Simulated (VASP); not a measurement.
# HgTe (Coloradoite) (F-43m) in VASP: further runs

HgTe (Coloradoite) is run at these levels: LDA, PBEsol, PBEsol+D4, RPBE+D3(BJ); tasks: relaxation of cell and atoms.

Everything below comes from runs of VASP 6.6.1. Logs are shortened: lines on timing, memory, paths and dates and some standing lists are left out, and cuts for length are marked.

## Step 1: The cell of the first run

Symmetry: F-43m, No. 216, cubic system. The conventional cell has a = 6.429 Å, b = 6.429 Å, c = 6.429 Å, α = 90.00°, β = 90.00°, γ = 90.00°. Within 3.7 Å of Hg (site symmetry -43m) lie 4 Te at 2.78 Å. Te (site symmetry -43m) has 4 Hg at 2.78 Å within 3.7 Å.

## Step 2: Relaxation of cell and atoms, LDA

INCAR

```
SYSTEM = HgTe
PREC     = Accurate       ! precision mode
ENCUT    = 600            ! plane-wave cutoff, eV
EDIFF    = 1E-7           ! SCF threshold, eV
ISMEAR   = -1             ! smearing method
SIGMA    = 0.05           ! smearing width, eV
LREAL    = .False.        ! projectors in reciprocal space
LASPH    = .True.         ! aspherical terms in the spheres
NELM     = 60             ! most SCF steps
ALGO     = Normal         ! electronic algorithm
ISIF     = 3              ! what is computed and relaxed
LWAVE    = .False.        ! write WAVECAR
LCHARG   = .False.        ! write CHGCAR
GGA      = CA             ! functional
IBRION   = 2              ! ionic algorithm
NSW      = 60             ! ionic steps
EDIFFG   = -0.01          ! ionic threshold
```

KPOINTS

```
Automatic mesh
0
Gamma
  7 7 7
  0 0 0
```

POSCAR

```
HgTe
1.0
    0.0000000000      3.2145000000      3.2145000000
    3.2145000000      0.0000000000      3.2145000000
    3.2145000000      3.2145000000      0.0000000000
Hg Te
1 1
Direct
    0.0000000000      0.0000000000      0.0000000000
    0.7500000000      0.7500000000      0.7500000000
```

Potentials or basis: VASP PAW LDA potentials, release 64 (Hg, Te).

On the command line:

```console
cat potpaw_LDA.64/Hg/POTCAR potpaw_LDA.64/Te/POTCAR > POTCAR
mpirun -np 1 vasp_std > vasp.out
```

OUTCAR:

```text
SYSTEM = HgTe
   PREC = Accurate
   ENCUT = 600
   EDIFF = 1E-7
   ISMEAR = -1
   LREAL = .False.
   LASPH = .True.
   NELM = 60
   ISIF = 3
   GGA = CA
   IBRION = 2
   NSW = 60
   EDIFFG = -0.01

 ion  position               nearest neighbor table
   1  0.000  0.000  0.000-   2 2.78   2 2.78   2 2.78   2 2.78
   2  0.750  0.750  0.750-   1 2.78   1 2.78   1 2.78   1 2.78

  LATTYP: Found a face centered cubic cell.
 ALAT       =     6.4290000000

  Lattice vectors:

 A1 = (   0.0000000000,   3.2145000000,   3.2145000000)
 A2 = (   3.2145000000,   0.0000000000,   3.2145000000)
 A3 = (   3.2145000000,   3.2145000000,   0.0000000000)

Analysis of symmetry for initial positions (statically):
=====================================================================
 Subroutine PRICEL returns:
 Original cell was already a primitive cell.

 Routine SETGRP: Setting up the symmetry group for a
 face centered cubic supercell.

 Subroutine GETGRP returns: Found 24 space group operations
 (whereof 24 operations were pure point group operations)
 out of a pool of 48 trial point group operations.

The static configuration has the point symmetry T_d .

Analysis of symmetry for dynamics (positions and initial velocities):
=====================================================================
 Subroutine PRICEL returns:
 Original cell was already a primitive cell.

 Routine SETGRP: Setting up the symmetry group for a
 face centered cubic supercell.

 Subroutine GETGRP returns: Found 24 space group operations
 (whereof 24 operations were pure point group operations)
 out of a pool of 48 trial point group operations.

The dynamic configuration has the point symmetry T_d .

 Subroutine INISYM returns: Found 24 space group operations
 (whereof 24 operations are pure point group operations),
 and found     1 'primitive' translations

----------------------------------------------------------------------------------------

                                     Primitive cell

  volume of cell :      66.4309

  direct lattice vectors                    reciprocal lattice vectors
     0.000000000  3.214500000  3.214500000    -0.155545186  0.155545186  0.155545186
     3.214500000  0.000000000  3.214500000     0.155545186 -0.155545186  0.155545186
     3.214500000  3.214500000  0.000000000     0.155545186  0.155545186 -0.155545186

  length of vectors
     4.545989496  4.545989496  4.545989496     0.269412165  0.269412165  0.269412165

  position of ions in fractional coordinates (direct lattice)
     0.000000000  0.000000000  0.000000000
     0.750000000  0.750000000  0.750000000

  ion indices of the primitive-cell ions
   primitive index   ion index
                 1           1
                 2           2

----------------------------------------------------------------------------------------

 KPOINTS: Automatic mesh

Automatic generation of k-mesh.
 Grid dimensions read from file:
 generate k-points for:    7    7    7

 Generating k-lattice:

  Cartesian coordinates                     Fractional coordinates (reciprocal lattice)
    -0.022220741  0.022220741  0.022220741     0.142857143  0.000000000  0.000000000
     0.022220741 -0.022220741  0.022220741     0.000000000  0.142857143  0.000000000
     0.022220741  0.022220741 -0.022220741     0.000000000  0.000000000  0.142857143

  Length of vectors
     0.038487452  0.038487452  0.038487452

  Shift w.r.t. Gamma in fractional coordinates (k-lattice)
     0.000000000  0.000000000  0.000000000

 Subroutine IBZKPT returns following result:
 ===========================================

 Found     20 irreducible k-points:

 Following reciprocal coordinates:
            Coordinates               Weight
  0.000000  0.000000  0.000000      1.000000
  0.142857  0.000000  0.000000      8.000000
  0.285714  0.000000  0.000000      8.000000
  0.428571  0.000000  0.000000      8.000000
  0.142857  0.142857  0.000000      6.000000
  0.285714  0.142857  0.000000     24.000000
[... 12 lines left out ...]
 -0.428571  0.428571  0.142857     24.000000
 -0.285714  0.428571  0.142857     24.000000
   k-points           NKPTS =     20   k-points in BZ     NKDIM =     20   number of bands    NBANDS=     13
   number of dos      NEDOS =    301   number of ions     NIONS =      2
   total plane-waves  NPLWV =  46656
   dimension x,y,z NGX =    36 NGY =   36 NGZ =   36
   dimension x,y,z NGXF=    72 NGYF=   72 NGZF=   72
   ions per type =               1   1
   NGX,Y,Z   is equivalent  to a cutoff of  13.17, 13.17, 13.17 a.u.
   NGXF,Y,Z  is equivalent  to a cutoff of  26.33, 26.33, 26.33 a.u.
 SYSTEM =  HgTe
   PREC   = accura    normal or accurate (medium, high low for compatibility)
   ISTART =      0    job   : 0-new  1-cont  2-samecut
   ICHARG =      2    charge: 1-file 2-atom 10-const
   ISPIN  =      1    spin polarized calculation?
   LNONCOLLINEAR =      F non collinear calculations
   LSORBIT =      F    spin-orbit coupling
   LASPH  =      T    aspherical Exc in radial PAW
   ENCUT  =  600.0 eV  44.10 Ry    6.64 a.u.   9.08  9.08  9.08*2*pi/ulx,y,z
   NELM   =     60;   NELMIN=  2; NELMDL= -5     # of ELM steps
   EDIFF  = 0.1E-06   stopping-criterion for ELM
   LREAL  =      F    real-space projection
   EDIFFG = -.1E-01   stopping-criterion for IOM
   NSW    =     60    number of steps for IOM
   IBRION =      2    ionic relax: 0-MD 1-quasi-New 2-CG
   NFREE  =      1    steps in history (QN), initial steepest desc. (CG)
   ISIF   =      3    stress and relaxation
   ISYM   =      2    0-nonsym 1-usesym 2-fastsym
   POTIM  = 0.5000    time-step for ionic-motion
   TEBEG  =    0.0;   TEEND  =   0.0 temperature during run
   PSTRESS=    0.0 pullay stress
   NELECT =      18.0000    total number of electrons
   NUPDOWN=      -1.0000    fix difference up-down
   EMIN   =  10.00;   EMAX   =-10.00  energy-range for DOS
   EFERMI =   0.00;   METHOD = LEGACY
   ISMEAR =    -1;   SIGMA  =   0.05  broadening in eV -4-tet -1-fermi 0-gaus
   EFERMI_NEDOS =   21; number of points for ismear=-14 and -15
   IALGO  =     38    algorithm
   IMIX   =      4    mixing-type and parameters
     AMIX     =   0.40;   BMIX     =  1.00
     AMIX_MAG =   1.60;   BMIX_MAG =  1.00
  volume/ion in A,a.u.               =      33.22       224.15
  Fermi-wavevector in a.u.,A,eV,Ry     =   1.059357  2.001894 15.268958  1.122237
  Thomas-Fermi vector in A             =   2.194699
   LORBIT       =      0    0 simple, 1 ext, 2 COOP (PROOUT), +10 PAW based schemes
   GGA     = CA    functional components
   LHFCALC =     F    Hartree Fock is set to
   AEXX    =    0.0000 exact exchange contribution
   IVDW    =     0    specifies the selected vdW correction
   LEPSILON=     F    determine dielectric tensor
   LRPA    =     F    only Hartree local field effects (RPA)
 conjugate gradient relaxation of ions
 non-spin polarized calculation
  energy-cutoff  :      600.00
  volume of cell :       66.43
 maximum number of plane-waves:      2239
   NGX = 19   NGY = 19   NGZ = 19

--------------------------------------- Ionic step        1  -------------------------------------------

 number of electron      18.0000000 magnetization

 Free energy of the ion-electron system (eV)
  ---------------------------------------------------
  ext. energy  EPLUGINS =         0.00000000
  ---------------------------------------------------
  free energy    TOTEN  =        -5.03215255 eV

  energy without entropy =       -5.03147029  energy(sigma->0) =       -5.03181142

------------------------ aborting loop because EDIFF is reached ----------------------------------------

  FORCE on cell =-STRESS in cart. coord.  units (eV):
  Direction    XX          YY          ZZ          XY          YZ          ZX
  --------------------------------------------------------------------------------------
  -------------------------------------------------------------------------------------
  Total        0.1876917      0.1876917      0.1876917     -0.0000000     -0.0000000      0.0000000
  in kB        4.5267389      4.5267389      4.5267389     -0.0000000     -0.0000000      0.0000000
  external PRESSURE =       4.5267389 kB  Pullay stress =       0.0000000 kB

 VOLUME and BASIS-vectors are now :
 -----------------------------------------------------------------------------
  energy-cutoff  :      600.00
  volume of cell :       66.43
      direct lattice vectors                 reciprocal lattice vectors
     0.000000000  3.214500000  3.214500000    -0.155545186  0.155545186  0.155545186
     3.214500000  0.000000000  3.214500000     0.155545186 -0.155545186  0.155545186
     3.214500000  3.214500000  0.000000000     0.155545186  0.155545186 -0.155545186
[... 37 lines left out ...]
 POSITION                                       TOTAL-FORCE (eV/Angst)
 -----------------------------------------------------------------------------------
      3.22905      6.45811      3.22905         0.000000      0.000000      0.000000
      4.84358      4.84358      4.84358        -0.000000     -0.000000     -0.000000
 -----------------------------------------------------------------------------------
    total drift:                                0.000000      0.000000      0.000000

  FREE ENERGIE OF THE ION-ELECTRON SYSTEM (eV)
  ---------------------------------------------------
  free  energy   TOTEN  =        -5.0329004464 eV

  energy  without entropy=       -5.0322040877  energy(sigma->0) =       -5.03255227

--------------------------------------- Ionic step        3  -------------------------------------------

 number of electron      18.0000001 magnetization

 Free energy of the ion-electron system (eV)
  ---------------------------------------------------
  ext. energy  EPLUGINS =         0.00000000
  ---------------------------------------------------
  free energy    TOTEN  =        -5.03305916 eV

  energy without entropy =       -5.03236702  energy(sigma->0) =       -5.03271309

 E-fermi :   3.0175     XC(G=0):  -9.1284

 val. band max:        2.9767535128   @ k =   0.0000   0.0000   0.0000
 cond. band min:       3.5958427241   @ k =   0.4286   0.0000   0.0000
 fundamental gap:      0.6190892113
 Fermi energy:         3.0175082423

 k-point     1 :       0.0000    0.0000    0.0000
  band No.  band energies     occupation
      1      -9.1120      2.00000
      2      -4.4400      2.00000
      3      -4.4400      2.00000
      4      -4.4400      2.00000
      5      -3.8994      2.00000
      6      -3.8994      2.00000
      7       2.1238      2.00000
      8       2.9768      1.38639
      9       2.9768      1.38639
     10       2.9768      1.38639
     11       7.1205      0.00000
     12       7.1205      0.00000
     13       7.1205      0.00000

 k-point     2 :       0.1429    0.0000    0.0000
  band No.  band energies     occupation
      1      -9.0107      2.00000
      2      -4.4121      2.00000
      3      -4.4121      2.00000
      4      -4.4030      2.00000
      5      -3.9022      2.00000
      6      -3.9022      2.00000
      7       0.8371      2.00000
      8       2.7484      1.99085
      9       2.7484      1.99085
     10       3.6453      0.00001
     11       7.0451      0.00000
[... 310 lines left out ...]
 POSITION                                       TOTAL-FORCE (eV/Angst)
 -----------------------------------------------------------------------------------
      0.00000     -0.00000      0.00000         0.000000      0.000000      0.000000
      4.83719      4.83719      4.83719        -0.000000     -0.000000     -0.000000
 -----------------------------------------------------------------------------------
    total drift:                                0.000000      0.000000      0.000000

  FREE ENERGIE OF THE ION-ELECTRON SYSTEM (eV)
  ---------------------------------------------------
  free  energy   TOTEN  =        -5.0330591626 eV

  energy  without entropy=       -5.0323670154  energy(sigma->0) =       -5.03271309

 reached required accuracy - stopping structural energy minimisation
```

Run time: 29 s. Hardware: 1 thread of Intel Xeon Platinum 8559C (Emerald Rapids), shared host; peak memory 0.18 GiB.

What came out:

```
Free energy                            : -5.0331 eV
Relaxed volume                         : 33.54 Å³/atom
Relaxed cell                           : a = 4.561 Å, b = 4.561 Å, c = 4.561 Å, α = 60.00°, β = 60.00°, γ = 60.00°
Space group after relaxing (to 0.05 Å) : F-43m (No. 216)
Energy gained by relaxing              : 0.5 meV/atom
Ionic steps                            : 3
Pressure after relaxing                : 0.0 GPa
Band gap on the k mesh                 : zero (filled and empty bands touch)
```

Step by step:
```
step  energy change (eV)  largest force (eV/Å)  pressure (GPa)  volume (Å³)
   1              0.0000                0.0000            0.45        66.43
   2             -0.0007                0.0000           -0.19        67.34
   3             -0.0009                0.0000            0.00        67.07
```

Final structure:
```xyz
2
Lattice="0.0000 3.2248 3.2248 3.2248 0.0000 3.2248 3.2248 3.2248 0.0000" Properties=species:S:1:pos:R:3 pbc="T T T"
Hg    0.0000    0.0000    0.0000
Te    4.8372    4.8372    4.8372
```

Caveat: spin-orbit coupling is left out, which moves the levels of the heavy elements.

## Step 3: Relaxation of cell and atoms, PBEsol

INCAR

```
PREC = Accurate
ENCUT = 600
EDIFF = 1E-7
ISMEAR = -1
SIGMA = 0.05
LREAL = False
LASPH = True
NELM = 80
ALGO = Normal
ISIF = 3
LWAVE = False
LCHARG = False
GGA = PS
IBRION = 2
NSW = 60
EDIFFG = -0.01
```

KPOINTS

```
regular mesh
0
Gamma
  7 7 7
```

POSCAR is that of step 2.

Potentials or basis: VASP PAW PBE potentials, release 64 (Hg, Te).

On the command line:

```console
cat potpaw_PBE.64/Hg/POTCAR potpaw_PBE.64/Te/POTCAR > POTCAR
mpirun -np 1 vasp_std > vasp.out
```

It took 37 s on 1 thread of Intel Xeon Platinum 8559C (Emerald Rapids), shared host; peak memory 0.22 GiB.

It converged, with:

```yaml
Free_energy: -4.3719 eV
Relaxed_volume: 34.61 Å³/atom
Relaxed_cell: a = 4.609 Å, b = 4.609 Å, c = 4.609 Å, α = 60.00°, β = 60.00°, γ = 60.00°
Space_group_after_relaxing_to_0.05_Å: F-43m (No. 216)
Energy_gained_by_relaxing: 8.0 meV/atom
Ionic_steps: 3
Pressure_after_relaxing: 0.0 GPa
Band_gap_on_the_k_mesh: zero (filled and empty bands touch)
```

The path:
```csv
step,energy change (eV),largest force (eV/Å),pressure (GPa),volume (Å³)
1,0.0000,0.0000,1.92,66.43
2,-0.0137,0.0000,-0.64,70.32
3,-0.0160,0.0000,0.00,69.21
```

Final structure:
```
Hg Te
1.0
     0.00000    3.25876    3.25876
     3.25876    0.00000    3.25876
     3.25876    3.25876    0.00000
Hg Te
1 1
Direct
  0.00000 0.00000 0.00000
  0.75000 0.75000 0.75000
```

Levels at points of the mesh, in eV from the Fermi level:
| k point | band 6 | band 7 | band 8 | band 9 | band 10 | band 11 | band 12 | band 13 |
| --- | --- | --- | --- | --- | --- | --- | --- | --- |
| (0.00, 0.00, 0.00) | -6.74 | -0.91 | -0.04 | -0.04 | -0.04 | 4.18 | 4.18 | 4.18 |

Caveat: the PAW data sets were made with another functional, which shifts forces and pressure a little; spin-orbit coupling is left out, which moves the levels of the heavy elements.

(Continued in part 2 of 2.)
